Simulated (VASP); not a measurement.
Wanted: the native input for a VASP 6.6.1 run.

```yaml
Task: relaxation of cell and atoms
Functional: PBE
Potentials_or_basis: VASP PAW PBE potentials, release 64 (Zn, Ga_d, C, N)
Cutoff: 600 eV
k_mesh: 6 × 6 × 6
Occupations: gaussian, width 0.1 eV
Spin: no spin polarisation
Dipole_correction: no
Further_INCAR_settings: ALGO = Fast; EDIFF = 1e-06; IBRION = 2; EDIFFG = -0.01; NSW = 100; ISIF = 3
```

The structure of ZnGaC4N4 lies in POSCAR:

```
ZnGaC4N4
1.0
    5.8893628082      0.0000000000      0.0000000000
    0.0000000000      5.8893628082      0.0000000000
    0.0000000000      0.0000000000      5.8893628082
Zn Ga C N
1 1 4 4
Direct
    0.5000000000      0.5000000000      0.5000000000
    0.0000000000      0.0000000000      0.0000000000
    0.1927363932      0.1927363932      0.1927363932
    0.1927363932      0.8072636068      0.8072636068
    0.8072636068      0.1927363932      0.8072636068
    0.8072636068      0.8072636068      0.1927363932
    0.3075515623      0.3075515623      0.3075515623
    0.3075515623      0.6924484377      0.6924484377
    0.6924484377      0.3075515623      0.6924484377
    0.6924484377      0.6924484377      0.3075515623
```

These files were run (other wordings do the same):

INCAR

```
PREC = Accurate ; ENCUT = 600
EDIFF = 1E-6 ; ISMEAR = 0
SIGMA = 0.1 ; LREAL = F
LASPH = T ; NELM = 80
ALGO = Fast ; ISIF = 3
LWAVE = F ; LCHARG = F
GGA = PE ; IBRION = 2
NSW = 100 ; EDIFFG = -0.01
```

KPOINTS

```
regular mesh
0
Gamma
  6 6 6
```

Potentials or basis: VASP PAW PBE potentials, release 64 (Zn, Ga_d, C, N).

The run is started by

```sh
$ cat potpaw_PBE.64/Zn/POTCAR potpaw_PBE.64/Ga_d/POTCAR potpaw_PBE.64/C/POTCAR potpaw_PBE.64/N/POTCAR > POTCAR
$ mpirun -np 1 vasp_std > vasp.out
```

It gave:

| Item | Value |
| --- | --- |
| Relaxed volume | 20.48 Å³/atom |
| Relaxed cell | a = 5.895 Å, b = 5.895 Å, c = 5.895 Å, α = 90.00°, β = 90.00°, γ = 90.00° |
| Space group after relaxing (to 0.1 Å) | P-43m (No. 215) |
| Energy gained by relaxing | 0.2 meV/atom |
| Ionic steps | 5 |
| Pressure after relaxing | 0.0 GPa |
| Largest force after relaxing | 0.009 eV/Å |
| Band gap on the k mesh | zero (an odd number of electrons rules out a gap without spin polarisation) |

Caveat: an odd number of electrons without spin polarisation forces a metal; a magnetic or distorted state may lie lower.

It took 28 min on 1 thread of Oxide Virtual Turin-like Processor, with other jobs on the host, peak memory 0.44 GiB.
